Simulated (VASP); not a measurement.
Here is a VASP 6.6.1 calculation.

Contents of INCAR:

```
SYSTEM = Sr
PREC = Accurate
ENCUT = 500
EDIFF = 1E-6
ISMEAR = -1
SIGMA = 0.05
LREAL = .False.
LASPH = .True.
NELM = 120
ALGO = Normal
ISIF = 2
LWAVE = .False.
LCHARG = .True.
LELF = .True.
LVHAR = .True.
NBANDS = 11
GGA_COMPAT = .False.
```

The input KPOINTS:

```
Automatic mesh
0
Gamma
  13 13 13
  0 0 0
```

POSCAR

```
Sr
1.0
    0.0000000000      2.8994894327      2.8994894327
    2.8994894327      0.0000000000      2.8994894327
    2.8994894327      2.8994894327      0.0000000000
Sr
1
Direct
    0.0000000000      0.0000000000      0.0000000000
```

Potentials or basis: VASP PAW LDA potentials, release 64 (Sr_sv).

Command:

```sh
$ cat potpaw_LDA.64/Sr_sv/POTCAR > POTCAR
$ mpirun -np 1 vasp_std > vasp.out
```

Estimate the pressure.

0.0 GPa.
